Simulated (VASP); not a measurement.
Set up this calculation in VASP 6.6.1, as the native input.

- Task: single point
- Functional: PBEsol
- Potentials or basis: VASP PAW PBE potentials, release 64 (Ga_d, P)
- Cutoff: 520 eV
- k mesh: 10 × 10 × 10
- Occupations: gaussian, width 0.05 eV
- Spin: no spin polarisation
- Dipole correction: no
- Further INCAR settings: ALGO = Normal; EDIFF = 1e-06; NBANDS = 16

The structure of GaP lies in POSCAR:

```
GaP
1.0
    0.0000000000      2.6950526687      2.6950526687
    2.6950526687      0.0000000000      2.6950526687
    2.6950526687      2.6950526687      0.0000000000
Ga P
1 1
Direct
    0.0000000000      0.0000000000      0.0000000000
    0.7500000000      0.7500000000      0.7500000000
```

This cell differs from its parent crystal: volume 19.575 Å^3 an atom, c/a of the conventional cell 1.0000.

One way to write it, as run:

INCAR

```
ALGO = Normal ; EDIFF = 1E-6
ENCUT = 520 ; GGA = PS
ISIF = 2 ; ISMEAR = 0
LASPH = True ; LCHARG = True
LELF = True ; LREAL = False
LVHAR = True ; LWAVE = False
NBANDS = 16 ; NELM = 80
PREC = Accurate ; SIGMA = 0.05
```

KPOINTS

```
k-points
0
Gamma
  10 10 10
```

Potentials or basis: VASP PAW PBE potentials, release 64 (Ga_d, P).

Command:

```sh
$ cat potpaw_PBE.64/Ga_d/POTCAR potpaw_PBE.64/P/POTCAR > POTCAR
$ mpirun -np 1 vasp_std > vasp.out
```

It gave:

| Property | Result |
| --- | --- |
| Pressure | 2.3 GPa |
| Band gap on the k mesh | 1.42 eV, indirect (least direct gap 2.03 eV) |

Caveat: the PAW data sets were made with another functional, which shifts forces and pressure a little.

Run time: 24 s on 1 thread of Intel(R) Xeon(R) Platinum 8375C CPU @ 2.90GHz (Ice Lake), on a shared host, peak memory 0.17 GiB.
